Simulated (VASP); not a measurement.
Write the native input for VASP 6.6.1 that does the following.

* Task: single point
* Functional: PBE
* Potentials or basis: VASP PAW PBE potentials, release 64 (Sr_sv, Ti_sv, O)
* Cutoff: 520 eV
* k mesh: 8 × 8 × 8
* Occupations: gaussian, width 0.05 eV
* Spin: no spin polarisation
* Dipole correction: no
* Further INCAR settings: ALGO = Normal; EDIFF = 1e-06; NBANDS = 28

The structure of SrTiO3 lies in POSCAR:

```
SrTiO3
1.0
    3.9364094381      0.0000000000      0.0000000000
    0.0000000000      3.9364094381      0.0000000000
    0.0000000000      0.0000000000      3.9364094381
Sr Ti O
1 1 3
Direct
    0.0260316622      0.0000000000      0.0000000000
    0.4804155202      0.5000000000      0.5000000000
   -0.0247969069      0.5000000000      0.5000000000
    0.4704132060      0.0000000000      0.5000000000
    0.4704132060      0.5000000000      0.0000000000
```

This cell differs from its parent crystal: mode 1 frozen in at -0.058 Å and mode 7 at +0.115 Å (largest displacements).

These files were run (other wordings do the same):

INCAR

```
SYSTEM = SrTiO3
  PREC = Accurate
  ENCUT = 520
  EDIFF = 1E-6
  ISMEAR = 0
  SIGMA = 0.05
  LREAL = .FALSE.
  LASPH = .TRUE.
  NELM = 60
  ALGO = Normal
  ISIF = 2
  LWAVE = .FALSE.
  LCHARG = .FALSE.
  GGA = PE
  NBANDS = 28
```

KPOINTS

```
regular mesh
0
G
  8 8 8
  0 0 0
```

Potentials or basis: VASP PAW PBE potentials, release 64 (Sr_sv, Ti_sv, O).

The run is started by

```bash
$ cat potpaw_PBE.64/Sr_sv/POTCAR potpaw_PBE.64/Ti_sv/POTCAR potpaw_PBE.64/O/POTCAR > POTCAR
$ mpirun -np 1 vasp_std > vasp.out
```

It gave:

```json
{
 "Pressure": "1.6 GPa",
 "Largest force": "0.665 eV/Å",
 "Band gap on the k mesh": "1.80 eV, indirect (least direct gap 2.17 eV)"
}
```

Caveat: the cell differs from its parent crystal (mode 1 frozen in at -0.058 Å and mode 7 at +0.115 Å (largest displacements)).

It took 85 s on 1 thread of Intel(R) Xeon(R) Platinum 8488C (Sapphire Rapids) (shared host), peak memory 0.25 GiB.
